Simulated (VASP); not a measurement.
Write the native input for VASP 6.6.1 that does the following.

```
Task                   : single point
Functional             : r2SCAN
Potentials or basis    : VASP PAW PBE potentials, release 64 (Ga_d)
Cutoff                 : 520 eV
k mesh                 : 13 × 13 × 13
Occupations            : fermi-dirac, width 0.1 eV
Spin                   : no spin polarisation
Dipole correction      : no
Further INCAR settings : ALGO = Normal; EDIFF = 1e-06; NBANDS = 12
```

Ga:

```
Ga
1.0
     2.70576    0.00000    0.00000
     0.00000    2.70576    0.00000
     0.00000    0.00000    2.70576
Ga
1
Direct
  0.00000 0.00000 0.00000
```

This isn't the form of Ga at room conditions, which is orthorhombic.

These files were run (other wordings do the same):

POSCAR

```
Ga
1.0
    2.7057638448      0.0000000000      0.0000000000
    0.0000000000      2.7057638448      0.0000000000
    0.0000000000      0.0000000000      2.7057638448
Ga
1
Direct
    0.0000000000      0.0000000000      0.0000000000
```

INCAR.step1

```
SYSTEM = Ga
PREC = Accurate ; ENCUT = 520
ISMEAR = -1 ; SIGMA = 0.1
LREAL = .FALSE. ; LASPH = .TRUE.
NELM = 60 ; NBANDS = 12
GGA = PE ; ALGO = Normal
EDIFF = 1E-4 ; LWAVE = .TRUE.
LCHARG = .FALSE.
```

INCAR.step2

```
SYSTEM = Ga
PREC = Accurate ; ENCUT = 520
EDIFF = 1E-6 ; ISMEAR = -1
SIGMA = 0.1 ; LREAL = .FALSE.
LASPH = .TRUE. ; NELM = 60
ALGO = Normal ; ISIF = 2
LWAVE = .FALSE. ; LCHARG = .TRUE.
METAGGA = R2SCAN ; LMIXTAU = .TRUE.
LELF = .TRUE. ; LVHAR = .TRUE.
NBANDS = 12 ; ISTART = 1
```

KPOINTS

```
regular mesh
0
G
  13 13 13
  0 0 0
```

Potentials or basis: VASP PAW PBE potentials, release 64 (Ga_d).

Launch:

```console
$ cat potpaw_PBE.64/Ga_d/POTCAR > POTCAR
$ cp INCAR.step1 INCAR
$ mpirun -np 1 vasp_std > vasp.out
$ cp INCAR.step2 INCAR
$ mpirun -np 1 vasp_std > vasp.out
```

Results of the run:

```json
{"Pressure": "-1.8 GPa", "Band gap on the k mesh": "zero (an odd number of electrons rules out a gap without spin polarisation)"}
```

Caveat: the PAW data sets were made with another functional, which shifts forces and pressure a little.

Wall time 74 s on 1 thread of AMD EPYC 7R13 (shared host), peak memory 0.11 GiB.
